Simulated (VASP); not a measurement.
# Ca17F32 (a cell with a defect) in VASP: single point with PBE

Aim: the single point of Ca17F32 (a cell with a defect) with PBE.

All numbers are computed with VASP 6.6.1; they aren't measurements. Logs are shortened: lines on timing, memory, paths and dates and some standing lists are left out, and cuts for length are marked.

### Step 1. The cell of the first run

The cell holds a defect, 49 atoms: a = 9.547 Å, b = 9.547 Å, c = 9.547 Å, α = 109.47°, β = 109.47°, γ = 109.47°.

### Step 2. Single point, PBE (with an interstitial atom, then relaxed in part)

The input, INCAR:

```
PREC = Accurate
ENCUT = 520
EDIFF = 1E-6
ISMEAR = 0
SIGMA = 0.01
LREAL = Auto
LASPH = True
NELM = 120
ALGO = Normal
ISIF = 2
LWAVE = False
LCHARG = True
GGA = PE
LELF = True
LVHAR = True
NBANDS = 227
GGA_COMPAT = False
```

The input, KPOINTS:

```
Automatic mesh
0
Gamma
  2 2 2
  0.5 0.5 0.5
```

The input, POSCAR:

```
Ca17F32
1.0
    5.5117620964     -5.5117620964     -5.5117620964
   -5.5117620964     -5.5117620964      5.5117620964
   -5.5117620964      5.5117620964     -5.5117620964
Ca F
17 32
Direct
    0.2500000000      0.7500000000      0.0000000000
    0.2500000000      1.0000000000      0.7500000000
    0.2231609712      0.2231609712      0.5000000000
    0.0000000000      0.7500000000      0.2500000000
    0.2231609712      0.5000000000      0.2231609712
    1.0000000000      1.0000000000      1.0000000000
    0.0000000000      0.2500000000      0.7500000000
    0.7768390288      0.7768390288      0.5000000000
    0.0000000000      0.5000000000      0.5000000000
    0.7500000000      1.0000000000      0.2500000000
    0.7500000000      0.2500000000      0.0000000000
    0.5000000000      0.7768390288      0.7768390288
    0.7768390288      0.5000000000      0.7768390288
    0.5000000000      1.0000000000      0.5000000000
    0.5000000000      0.2231609712      0.2231609712
    0.5000000000      0.5000000000      0.0000000000
    0.5000000000      0.5000000000      0.5000000000
   -0.0033989545      0.2537297383      0.5000000000
   -0.0033989545      0.5000000000      0.2537297383
    0.0033989545      0.7571286928      0.0033989545
    0.7462702617      0.2428713072      0.7462702617
    0.0033989545      0.0033989545      0.7571286928
    0.7448752822      0.5000000000      0.5000000000
    0.7462702617      0.7462702617      0.2428713072
    0.5000000000      0.2537297383     -0.0033989545
    0.7571286928      0.0033989545      0.0033989545
    0.5000000000      0.5000000000      0.7448752822
    0.5000000000      0.7448752822      0.5000000000
    0.2551247178      0.2551247178      0.2551247178
    0.5000000000     -0.0033989545      0.2537297383
    0.2537297383      0.5000000000     -0.0033989545
    0.2428713072      0.7462702617      0.7462702617
    0.2537297383     -0.0033989545      0.5000000000
    0.5000000000      0.7462702617      0.0033989545
    0.5000000000      0.0033989545      0.7462702617
    0.5000000000      0.2551247178      0.5000000000
    0.2537297383      0.7571286928      0.2537297383
    0.5000000000      0.5000000000      0.2551247178
    0.2428713072     -0.0033989545     -0.0033989545
    0.2537297383      0.2537297383      0.7571286928
    0.0033989545      0.7462702617      0.5000000000
    0.2551247178      0.5000000000      0.5000000000
   -0.0033989545     -0.0033989545      0.2428713072
   -0.0033989545      0.2428713072     -0.0033989545
    0.7448752822      0.7448752822      0.7448752822
    0.0033989545      0.5000000000      0.7462702617
    0.7462702617      0.0033989545      0.5000000000
    0.7571286928      0.2537297383      0.2537297383
    0.7462702617      0.5000000000      0.0033989545
```

Potentials or basis: VASP PAW PBE potentials, release 64 (Ca_sv, F).

Started as:

```console
$ cat potpaw_PBE.64/Ca_sv/POTCAR potpaw_PBE.64/F/POTCAR > POTCAR
$ mpirun -np 1 vasp_std > vasp.out
```

OUTCAR:

```text
PREC = Accurate
   ENCUT = 520
   EDIFF = 1E-6
   ISMEAR = 0
   LREAL = Auto
   LASPH = True
   NELM = 120
   ISIF = 2
   GGA = PE

 ion  position               nearest neighbor table
   1  0.250  0.750  0.000-  32 2.39  34 2.39  37 2.39  20 2.39  30 2.39  31 2.39  39 2.39  46 2.39

   2  0.250  0.000  0.750-  32 2.39  33 2.39  40 2.39  25 2.39  35 2.39  39 2.39  22 2.39  41 2.39

   3  0.223  0.223  0.500-  18 2.28  33 2.28  40 2.28  43 2.28  17 3.05
   4  0.000  0.750  0.250-  24 2.39  33 2.39  37 2.39  41 2.39  19 2.39  20 2.39  43 2.39  49 2.39
[... 17 lines left out ...]
  15  0.500  0.223  0.223-  25 2.28  30 2.28  39 2.28  48 2.28  17 3.05
  16  0.500  0.500  0.000-  24 2.34  25 2.34  31 2.34  34 2.34  40 2.34  49 2.34  27 2.44  38 2.44

  17  0.500  0.500  0.500-  23 2.34  27 2.34  28 2.34  29 2.34  36 2.34  38 2.34  42 2.34  45 2.34
                             8 3.05  12 3.05  13 3.05  15 3.05   3 3.05   5 3.05
  18  0.997  0.254  0.500-   3 2.28   9 2.34   7 2.39  10 2.39
  19  0.997  0.500  0.254-   5 2.28   9 2.34   4 2.39  11 2.39
  20  0.003  0.757  0.003-  13 2.28   6 2.34   1 2.39   4 2.39
  21  0.746  0.243  0.746-  13 2.28  14 2.34   7 2.39  11 2.39
  22  0.003  0.003  0.757-   8 2.28   6 2.34   7 2.39   2 2.39
  23  0.745  0.500  0.500-  17 2.34   9 2.44
  24  0.746  0.746  0.243-   8 2.28  16 2.34  10 2.39   4 2.39
  25  0.500  0.254  0.997-  15 2.28  16 2.34  11 2.39   2 2.39
  26  0.757  0.003  0.003-  12 2.28   6 2.34  11 2.39  10 2.39
  27  0.500  0.500  0.745-  17 2.34  16 2.44
  28  0.500  0.745  0.500-  17 2.34  14 2.44
  29  0.255  0.255  0.255-  17 2.34   6 2.44
  30  0.500  0.997  0.254-  15 2.28  14 2.34   1 2.39  10 2.39
  31  0.254  0.500  0.997-   5 2.28  16 2.34   7 2.39   1 2.39
  32  0.243  0.746  0.746-  12 2.28   9 2.34   1 2.39   2 2.39
  33  0.254  0.997  0.500-   3 2.28  14 2.34   4 2.39   2 2.39
  34  0.500  0.746  0.003-  12 2.28  16 2.34   1 2.39  10 2.39
  35  0.500  0.003  0.746-  12 2.28  14 2.34   2 2.39  11 2.39
  36  0.500  0.255  0.500-  17 2.34  14 2.44
  37  0.254  0.757  0.254-   5 2.28  14 2.34   1 2.39   4 2.39
  38  0.500  0.500  0.255-  17 2.34  16 2.44
  39  0.243  0.997  0.997-  15 2.28   6 2.34   1 2.39   2 2.39
  40  0.254  0.254  0.757-   3 2.28  16 2.34   7 2.39   2 2.39
  41  0.003  0.746  0.500-   8 2.28   9 2.34   4 2.39   2 2.39
  42  0.255  0.500  0.500-  17 2.34   9 2.44
  43  0.997  0.997  0.243-   3 2.28   6 2.34   4 2.39  10 2.39
  44  0.997  0.243  0.997-   5 2.28   6 2.34   7 2.39  11 2.39
  45  0.745  0.745  0.745-  17 2.34   6 2.44
  46  0.003  0.500  0.746-  13 2.28   9 2.34   1 2.39   7 2.39
  47  0.746  0.003  0.500-   8 2.28  14 2.34  10 2.39   7 2.39
  48  0.757  0.254  0.254-  15 2.28   9 2.34  11 2.39  10 2.39
  49  0.746  0.500  0.003-  13 2.28  16 2.34   4 2.39  11 2.39

  LATTYP: Found a body centered cubic cell.
 ALAT       =    11.0235241928

  Lattice vectors:

 A1 = (   5.5117620964,  -5.5117620964,  -5.5117620964)
[... 221 lines left out ...]
     AMIX     =   0.40;   BMIX     =  1.00
     AMIX_MAG =   1.60;   BMIX_MAG =  1.00
  volume/ion in A,a.u.               =      13.67        92.24
  Fermi-wavevector in a.u.,A,eV,Ry     =   1.371713  2.592161 25.600658  1.881595
  Thomas-Fermi vector in A             =   2.497385
   LORBIT       =      0    0 simple, 1 ext, 2 COOP (PROOUT), +10 PAW based schemes
   GGA     = PE    functional components
   LHFCALC =     F    Hartree Fock is set to
   AEXX    =    0.0000 exact exchange contribution
   IVDW    =     0    specifies the selected vdW correction
   LEPSILON=     F    determine dielectric tensor
   LRPA    =     F    only Hartree local field effects (RPA)
 non-spin polarized calculation
 Gauss-broadening in eV      SIGMA  =   0.01
  energy-cutoff  :      520.00
  volume of cell :      669.78
 maximum number of plane-waves:     18000
 NGX is ok and might be reduce to    70
   NGX = 35   NGY = 35   NGZ = 35

 number of electron     393.9999900 magnetization

 Free energy of the ion-electron system (eV)
  ---------------------------------------------------
  ext. energy  EPLUGINS =         0.00000000
  ---------------------------------------------------
  free energy    TOTEN  =      -273.73506411 eV

  energy without entropy =     -273.73120755  energy(sigma->0) =     -273.73313583

 E-fermi :   6.3966     XC(G=0):  -9.7124

 val. band max:        6.3327586454   @ k =  -0.2500   0.2500   0.2500
 cond. band min:       6.3996080642   @ k =  -0.2500   0.2500   0.2500
 fundamental gap:      0.0668494188
 Fermi energy:         6.3965623623

 k-point     1 :       0.2500    0.2500    0.2500
  band No.  band energies     occupation
      1     -36.9127      2.00000
      2     -36.9007      2.00000
      3     -36.9007      2.00000
      4     -36.9007      2.00000
      5     -36.8890      2.00000
      6     -36.8890      2.00000
[... 201 lines left out ...]
    208       7.6595      0.00000
    209       7.6815      0.00000

 k-point     2 :      -0.2500    0.2500    0.2500
  band No.  band energies     occupation
      1     -36.9176      2.00000
      2     -36.8997      2.00000
      3     -36.8977      2.00000
      4     -36.8911      2.00000
      5     -36.8911      2.00000
      6     -36.8907      2.00000
[... 201 lines left out ...]
    208       7.7507      0.00000
    209       7.7507      0.00000
 [bands above 209 left out]

------------------------ aborting loop because EDIFF is reached ----------------------------------------

  FORCE on cell =-STRESS in cart. coord.  units (eV):
  Direction    XX          YY          ZZ          XY          YZ          ZX
  --------------------------------------------------------------------------------------
  -------------------------------------------------------------------------------------
  Total       15.6677083     15.6677083     15.6677083      0.0000000      0.0000000      0.0000000
  in kB       37.4787138     37.4787138     37.4787138      0.0000000      0.0000000      0.0000000
  external PRESSURE =      37.4787138 kB  Pullay stress =       0.0000000 kB

 VOLUME and BASIS-vectors are now :
 -----------------------------------------------------------------------------
  energy-cutoff  :      520.00
  volume of cell :      669.78
      direct lattice vectors                 reciprocal lattice vectors
     5.511762096 -5.511762096 -5.511762096     0.000000000 -0.090715091 -0.090715091
    -5.511762096 -5.511762096  5.511762096    -0.090715091 -0.090715091  0.000000000
    -5.511762096  5.511762096 -5.511762096    -0.090715091  0.000000000 -0.090715091

 POSITION                                       TOTAL-FORCE (eV/Angst)
 -----------------------------------------------------------------------------------
     -2.75588     -5.51176      2.75588         0.000000     -0.000000     -0.000000
     -2.75588      2.75588     -5.51176         0.000000     -0.000000     -0.000000
     -2.75588      0.29586     -2.75588         0.000000     -0.028102     -0.000000
     -5.51176     -2.75588      2.75588         0.000000     -0.000000     -0.000000
     -2.75588     -2.75588      0.29586         0.000000     -0.000000     -0.028102
      0.00000      0.00000      0.00000         0.000000     -0.000000     -0.000000
[... 41 lines left out ...]
      1.37612     -4.17311     -4.17311         0.009701     -0.010964     -0.010964
      1.33865     -6.85041     -1.37612        -0.010964      0.010964     -0.009701
 -----------------------------------------------------------------------------------
    total drift:                               -0.000000     -0.000000      0.000000

  FREE ENERGIE OF THE ION-ELECTRON SYSTEM (eV)
  ---------------------------------------------------
  free  energy   TOTEN  =      -273.7350641107 eV

  energy  without entropy=     -273.7312075527  energy(sigma->0) =     -273.73313583
```

OSZICAR:

```text
N       E                     dE             d eps       ncg     rms          rms(c)
DAV:   1     0.501027884399E+04    0.50103E+04   -0.21236E+05   908   0.178E+03
DAV:   2     0.201470306788E+03   -0.48088E+04   -0.47136E+04  1058   0.536E+02
DAV:   3    -0.267740254579E+03   -0.46921E+03   -0.46756E+03  1066   0.177E+02
DAV:   4    -0.292217726741E+03   -0.24477E+02   -0.24284E+02  1344   0.337E+01
DAV:   5    -0.294160626494E+03   -0.19429E+01   -0.19239E+01  1504   0.719E+00    0.320E+01
DAV:   6    -0.273301225978E+03    0.20859E+02   -0.11198E+02  1136   0.222E+01    0.126E+01
DAV:   7    -0.273509719361E+03   -0.20849E+00   -0.66481E+00  1320   0.598E+00    0.659E+00
DAV:   8    -0.273609936414E+03   -0.10022E+00   -0.88974E-01  1104   0.322E+00    0.213E+00
DAV:   9    -0.273690918515E+03   -0.80982E-01   -0.20773E-01  1136   0.139E+00    0.497E-01
DAV:  10    -0.273721996662E+03   -0.31078E-01   -0.48997E-02  1280   0.536E-01    0.292E-01
DAV:  11    -0.273734408684E+03   -0.12412E-01   -0.18904E-02  1184   0.324E-01    0.940E-02
DAV:  12    -0.273734884292E+03   -0.47561E-03   -0.22605E-03  1296   0.143E-01    0.735E-02
DAV:  13    -0.273735056830E+03   -0.17254E-03   -0.73842E-04  1168   0.846E-02    0.414E-02
DAV:  14    -0.273735058070E+03   -0.12402E-05   -0.28425E-04  1216   0.585E-02    0.111E-02
DAV:  15    -0.273735065981E+03   -0.79112E-05   -0.43735E-05  1064   0.191E-02    0.846E-03
DAV:  16    -0.273735065734E+03    0.24791E-06   -0.14414E-05  1040   0.118E-02    0.561E-03
DAV:  17    -0.273735063999E+03    0.17346E-05   -0.30922E-06   808   0.630E-03    0.141E-03
DAV:  18    -0.273735064111E+03   -0.11172E-06   -0.47017E-07   624   0.208E-03
   1 F= -.27373506E+03 E0= -.27373314E+03  d E =-.385656E-02
```

Wall time 24 min (1 thread of AMD EPYC 7R13, shared host); peak memory 0.8 GiB.

Results:

```yaml
Free_energy: -273.7351 eV
Pressure: 3.7 GPa
Largest_force: 0.028 eV/Å
Band_gap_on_the_k_mesh: zero (bands 197 and 198 overlap by 0.31 eV)
```

Forces on the atoms (eV/Å):
```
Ca   0.000  0.000  0.000
Ca   0.000  0.000  0.000
Ca   0.000 -0.028  0.000
Ca   0.000  0.000  0.000
Ca   0.000  0.000 -0.028
Ca   0.000  0.000  0.000
Ca   0.000  0.000  0.000
Ca   0.000  0.028  0.000
Ca   0.000  0.000  0.000
Ca   0.000  0.000  0.000
Ca   0.000  0.000  0.000
Ca   0.028  0.000  0.000
Ca   0.000  0.000  0.028
Ca   0.000  0.000  0.000
Ca  -0.028  0.000  0.000
Ca   0.000  0.000  0.000
Ca   0.000  0.000  0.000
F   -0.011  0.010  0.011
F   -0.011  0.011  0.010
F   -0.011 -0.011 -0.010
F    0.011  0.011 -0.010
F   -0.011 -0.010 -0.011
F   -0.004  0.004  0.004
F    0.011 -0.010  0.011
F    0.010 -0.011  0.011
F   -0.010 -0.011 -0.011
F    0.004 -0.004  0.004
F    0.004  0.004 -0.004
F   -0.004 -0.004 -0.004
F    0.010  0.011 -0.011
F    0.011 -0.011  0.010
F   -0.010  0.011  0.011
F    0.011  0.010 -0.011
F   -0.010  0.011 -0.011
F   -0.010 -0.011  0.011
F   -0.004 -0.004  0.004
F   -0.011 -0.011  0.010
F   -0.004  0.004 -0.004
F    0.010  0.011  0.011
F   -0.011  0.010 -0.011
F    0.011 -0.010 -0.011
F    0.004 -0.004 -0.004
F    0.011  0.010  0.011
F    0.011  0.011  0.010
F    0.004  0.004  0.004
F    0.011 -0.011 -0.010
F   -0.011 -0.010  0.011
F    0.010 -0.011 -0.011
F   -0.011  0.011 -0.010
```

Caveat: the k points lie up to 0.40 Å⁻¹ apart; the cell differs from its parent crystal (with an interstitial atom, then relaxed in part).

The gap in the log of VASP goes by the Fermi energy; the results here count the filled bands.